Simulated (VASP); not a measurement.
**C: relaxation of cell and atoms with PBE+D4**

The system is C.

```xyz
8
Lattice="2.5221 0.0000 0.0000 -1.2611 2.1842 0.0000 0.0000 0.0000 8.2371" Properties=species:S:1:pos:R:3 pbc="T T T"
C     1.2611    0.7281    6.9501
C     0.0000    1.4561    2.8315
C     1.2611    0.7281    5.4056
C     0.0000    1.4561    1.2870
C     0.0000    0.0000    7.4649
C     0.0000    0.0000    3.3463
C     0.0000    0.0000    4.8908
C     0.0000    0.0000    0.7722
```

```
Program                : VASP 6.6.1
Task                   : relaxation of cell and atoms
Functional             : PBE
Dispersion             : D4
Potentials or basis    : VASP PAW PBE potentials, release 64 (C)
Cutoff                 : 600 eV
k mesh                 : 12 × 12 × 4
Occupations            : fermi-dirac, width 0.05 eV
Spin                   : no spin polarisation
Dipole correction      : no
Further INCAR settings : ALGO = Normal; EDIFF = 1e-06; IBRION = 2; EDIFFG = -0.01; NSW = 60; ISIF = 3
```

```yaml
Relaxed_volume: 5.63 Å³/atom
Relaxed_cell: a = 2.508 Å, b = 2.508 Å, c = 8.271 Å, α = 90.00°, β = 90.00°, γ = 120.00°
Space_group_after_relaxing_to_0.05_Å: P6_3/mmc (No. 194)
Energy_gained_by_relaxing: 2.8 meV/atom
Ionic_steps: 6
Pressure_after_relaxing: 0.0 GPa
Largest_force_after_relaxing: 0.010 eV/Å
Band_gap_on_the_k_mesh: 4.56 eV, indirect (least direct gap 5.31 eV)
Dispersion_energy_per_atom: -0.215 eV
```

Forces in eV/Å, atoms in the order of the input:
```
C    0.000  0.000  0.010
C    0.000  0.000  0.010
C    0.000  0.000 -0.010
C    0.000  0.000 -0.010
C    0.000  0.000  0.000
C    0.000  0.000  0.000
C    0.000  0.000  0.000
C    0.000  0.000  0.000
```

Stress tensor (GPa, compression positive):
```
-0.10  0.00  0.00
 0.00 -0.10  0.00
 0.00  0.00  0.10
```

The path:
```
step  energy change (eV)  largest force (eV/Å)  pressure (GPa)  volume (Å³)
   1              0.0000                0.3273           -3.04        45.38
   2              0.0159                0.4775            4.15        44.67
   3             -0.0220                0.0512           -0.18        45.07
   4             -0.0220                0.0442           -0.24        45.08
   5             -0.0220                0.0608            0.16        45.04
   6             -0.0222                0.0097           -0.03        45.06
```

Final structure:
```yaml
crystal:
  lattice:
    - [2.50810, 0.00000, 0.00000]
    - [-1.25405, 2.17208, 0.00000]
    - [0.00000, 0.00000, 8.27051]
  atoms:
    - { symbol: C, position: [0.66667, 0.33333, 0.84442] }
    - { symbol: C, position: [0.33333, 0.66667, 0.34442] }
    - { symbol: C, position: [0.66667, 0.33333, 0.65558] }
    - { symbol: C, position: [0.33333, 0.66667, 0.15558] }
    - { symbol: C, position: [0.00000, 0.00000, 0.90702] }
    - { symbol: C, position: [0.00000, 0.00000, 0.40702] }
    - { symbol: C, position: [0.00000, 0.00000, 0.59298] }
    - { symbol: C, position: [0.00000, 0.00000, 0.09298] }
```

Levels at points of the mesh, in eV from the valence-band top:
| k point | band 13 | band 14 | band 15 | band 16 | band 17 | band 18 | band 19 | band 20 |
| --- | --- | --- | --- | --- | --- | --- | --- | --- |
| (0.00, 0.00, 0.00) | -1.74 | -0.23 | 0.00 | 0.00 | 5.31 | 5.31 | 5.50 | 7.14 |
| (0.50, 0.00, 0.00) | -4.97 | -4.70 | -3.71 | -2.98 | 4.62 | 5.60 | 6.01 | 6.05 |
| (0.00, 0.00, 0.50) | -0.66 | -0.66 | -0.66 | -0.66 | 6.09 | 6.09 | 6.09 | 6.09 |
| (0.50, 0.00, 0.50) | -4.76 | -4.76 | -3.69 | -3.69 | 4.96 | 4.96 | 7.01 | 7.01 |

Wall time 100 s on 1 thread of Intel(R) Xeon(R) 6975P-C (Granite Rapids), with other jobs on the host, peak memory 0.19 GiB.

A k mesh can miss the band edges. PBE gaps usually lie below the measured ones, often by a third to a half.
